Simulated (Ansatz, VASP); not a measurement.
**One calculation of Pt, two programs**

Contents of INCAR:

```
  PREC = Accurate
  ENCUT = 520
  EDIFF = 1E-6
  ISMEAR = -1
  SIGMA = 0.05
  LREAL = F
  LASPH = T
  NELM = 60
  ALGO = Normal
  ISIF = 2
  LWAVE = F
  LCHARG = F
  LDIPOL = T
  IDIPOL = 3
  DIPOL = 0.5 0.5 0.500
  NBANDS = 28
```

Contents of KPOINTS:

```
regular mesh
0
Gamma
  15 15 1
```

Contents of POSCAR:

```
Pt
1.0
    2.7533987118      0.0000000000      0.0000000000
    0.0000000000      2.7533987118      0.0000000000
    0.0000000000      0.0000000000     21.8408000000
Pt
4
Direct
    0.2500000000      0.2500000000      0.3695088340
    0.7500000000      0.7500000000      0.4559661472
    0.2500000000      0.2500000000      0.5440338527
    0.7500000000      0.7500000000      0.6304911655
```

Input for Ansatz:

```yaml
crystal:
  lattice:
    - [2.7533987118, 0.0, 0.0]
    - [0.0, 2.7533987118, 0.0]
    - [0.0, 0.0, 21.8408]
  atoms:
    - { symbol: Pt, position: [0.25, 0.25, 0.369508834] }
    - { symbol: Pt, position: [0.75, 0.75, 0.4559661472] }
    - { symbol: Pt, position: [0.25, 0.25, 0.5440338527] }
    - { symbol: Pt, position: [0.75, 0.75, 0.6304911655] }
  periodic: [true, true, false]
kpoints:
  mp_grid: { grid: [15, 15, 1] }
scf:
  occupations: { method: fermi_dirac, width: 0.05 }
hamiltonian:
  xc: lda
  pseudopotentials: { kind: all_electron, lapw: { basis_error: 0.001 } }
output:
  forces: true
  stress: true
  eigenvalues: true
```

Alike in both runs: task single point; functional LDA; k mesh 15 × 15 × 1; occupations fermi-dirac, width 0.05 eV; no spin polarisation.

|  | VASP | Ansatz |
| --- | --- | --- |
| version | VASP 6.6.1 | Ansatz 0.2.0 |
| potentials or method | VASP PAW LDA potentials, release 64 (Pt), cutoff 520 eV | all-electron LAPW, scalar-relativistic |

```csv
,VASP,Ansatz,Ansatz less VASP
rms of the force components (eV/Å),0.019,0.001,-0.0179
```

LDA's correlation is that of Perdew and Zunger in VASP and of Perdew and Wang (1992) in Ansatz. Atom by atom the forces differ by 0.018 eV/Å (rms over components). Ansatz ran all-electron here, and VASP with PAW potentials. Ansatz's warnings: slab cell height set.

Neither program's run includes spin-orbit coupling.
